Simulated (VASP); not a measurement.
Wanted: the native input for a VASP 6.6.1 run.

```
Task                   : single point
Functional             : BLYP
Potentials or basis    : VASP PAW PBE potentials, release 64 (Al)
Cutoff                 : 520 eV
k mesh                 : 14 × 14 × 7
Occupations            : fermi-dirac, width 0.1 eV
Spin                   : no spin polarisation
Dipole correction      : no
Further INCAR settings : ALGO = Normal; EDIFF = 1e-06; NBANDS = 10
```

The structure of Al lies in POSCAR:

```
Al
1.0
    2.9627972633      0.0000000000      0.0000000000
   -1.4813986316      2.5658576963      0.0000000000
    0.0000000000      0.0000000000      5.0113472414
Al
2
Direct
    0.3333333333      0.6666666667      0.2500000000
    0.6666666667      0.3333333333      0.7500000000
```

This cell differs from its parent crystal: volume scaled by 1.08.

The input as run:

INCAR

```
SYSTEM = Al
  PREC = Accurate
  ENCUT = 520
  EDIFF = 1E-6
  ISMEAR = -1
  SIGMA = 0.1
  LREAL = .FALSE.
  LASPH = .TRUE.
  NELM = 80
  ALGO = Normal
  ISIF = 2
  LWAVE = .FALSE.
  LCHARG = .FALSE.
  GGA = B5
  ALDAX = 1.0
  AGGAX = 1.0
  AGGAC = 1.0
  ALDAC = 0.0
  NBANDS = 10
```

KPOINTS

```
regular mesh
0
G
  14 14 7
  0 0 0
```

Potentials or basis: VASP PAW PBE potentials, release 64 (Al).

The run is started by

```sh
$ cat potpaw_PBE.64/Al/POTCAR > POTCAR
$ mpirun -np 1 vasp_std > vasp.out
```

Results of the run:

* Pressure: -3.2 GPa
* Band gap on the k mesh: zero (band 3 reaches 9.66 eV, above the bottom of band 4 at 4.45 eV)

Caveat: the PAW data sets were made with another functional, which shifts forces and pressure a little.

Run time: 12 s on 1 thread of Intel(R) Xeon(R) 6975P-C (Granite Rapids) (shared host), peak memory 0.16 GiB.
